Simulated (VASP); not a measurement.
The system is I.

```
I
1.0
     2.53835   -3.70662    0.00000
     2.53835    3.70662    0.00000
    -1.62087    0.00000    2.38110
I
1
Direct
  0.50000 0.50000 0.50000
```

```yaml
Program: VASP 6.6.1
Task: relaxation of cell and atoms
Functional: PBE
Potentials_or_basis: VASP PAW PBE potentials, release 64 (I)
Cutoff: 600 eV
k_mesh: 7 × 7 × 11
Occupations: fermi-dirac, width 0.05 eV
Spin: no spin polarisation
```

At the start: pressure 1.1 GPa; volume 44.81 Å³/atom.

Problem. Where does the relaxation end?

Solution. Over 24 steps the energy falls by 18.4 meV/atom and the volume is 55.53 Å³/atom (+23.9 %); space group Immm (No. 71, to 0.1 Å) before, C2/m (No. 12, to 0.1 Å).

Step by step:
```csv
step,energy change (eV),largest force (eV/Å),pressure (GPa),volume (Å³)
1,0.0000,0.0000,1.07,44.81
2,-0.0027,0.0000,-0.30,46.77
3,-0.0048,0.0000,0.21,45.95
4,-0.0072,0.0000,0.18,46.61
5,-0.0126,0.0000,0.13,48.62
6,-0.0169,0.0000,0.17,52.72
7,-0.0136,0.0000,-0.56,54.99
8,-0.0172,0.0000,-0.02,53.25
9,-0.0175,0.0000,-0.04,53.66
10,-0.0179,0.0000,-0.09,54.90
11,-0.0180,0.0000,0.08,54.93
12,-0.0181,0.0000,0.01,54.92
13,-0.0181,0.0000,0.02,54.96
14,-0.0182,0.0000,0.04,55.09
15,-0.0183,0.0000,0.09,55.33
16,-0.0183,0.0000,0.08,55.37
17,-0.0184,0.0000,0.04,55.50
18,-0.0183,0.0000,-0.03,55.75
19,-0.0184,0.0000,0.02,55.58
20,-0.0184,0.0000,0.02,55.58
21,-0.0184,0.0000,0.01,55.57
22,-0.0184,0.0000,-0.01,55.55
23,-0.0184,0.0000,-0.01,55.55
24,-0.0184,0.0000,0.00,55.53
```

Final structure:
```yaml
crystal:
  lattice:
    - [2.62715, -4.40222, 0.01600]
    - [2.62715, 4.40222, 0.01600]
    - [-1.66189, 0.00000, 2.39070]
  atoms:
    - { symbol: I, position: [0.50000, 0.50000, 0.50000] }
```

Caveat: the volume moved by over 15 % at a fixed basis, so the end points are rough; an odd number of electrons without spin polarisation forces a metal; a magnetic or distorted state may lie lower.
